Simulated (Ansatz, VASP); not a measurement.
# Two plane-wave programs on Eu

```
Eu
1.0
    -2.19395    2.19395    2.19395
     2.19395   -2.19395    2.19395
     2.19395    2.19395   -2.19395
Eu
1
Direct
  0.00000 0.00000 0.00000
```

Alike in both runs: task single point; functional PBE; k mesh 10 × 10 × 10; occupations fermi-dirac, width 0.2 eV; collinear spin.

|  | VASP | Ansatz |
| --- | --- | --- |
| version | VASP 6.6.1 | Ansatz 0.2.0 |
| potentials or method | VASP PAW PBE potentials, release 64 (Eu), cutoff 520 eV | plane waves (420 eV) with PAW, scalar-relativistic |
| valence electrons in the cell | 17 | 17 |

Ansatz gave:

```
pressure (GPa)                                                : 0.1
net moment per atom (μB)                                      : 7.34
size of the moment on the site where the two differ most (μB) : 7.03
```

**Question.** Estimate VASP's values.

**Answer.** Pressure (GPa): -0.1; net moment per atom (μB): 7.32; size of the moment on the site where the two differ most (μB): 6.65.

Site moments also hang on the region over which each program counts them. The functional is the same, so the differences come from potentials, cutoffs and numerics.

Neither program's run includes spin-orbit coupling.
